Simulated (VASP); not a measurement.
## Pt: single point with PBE

Pt:

```
Pt
1.0
     2.80729    0.00000    0.00000
     0.00000    6.87644    0.00000
     1.40365   -2.29215    0.81040
Pt
1
Direct
  0.00000 0.00000 0.00000
```

```
Program             : VASP 6.6.1
Task                : single point
Functional          : PBE
Potentials or basis : VASP PAW PBE potentials, release 64 (Pt)
Cutoff              : 520 eV
k mesh              : 12 × 5 × 41
Occupations         : gaussian, width 0.1 eV
Spin                : non-collinear spin, zero start, spin-orbit coupling
Starting moments    : [[0.0, 0.0, 0.0]] μB
```

- Pressure: 0.3 GPa
- Net moment: 0.00 μB per cell
- Valence electrons inside the program's atomic spheres: Pt 9.21

Stress tensor (GPa, compression positive):
```
 0.26  0.05 -0.02
 0.05  0.18 -0.03
-0.02 -0.03  0.43
```

Moments on the atoms (μB; x, y, z):
```
Pt  0.00 0.00 0.00
```

It took 13 min on 4 MPI ranks on Intel(R) Xeon(R) Platinum 8259CL CPU @ 2.50GHz (Skylake/Cascade Lake) (shared host), peak memory 1.2 GiB a rank.
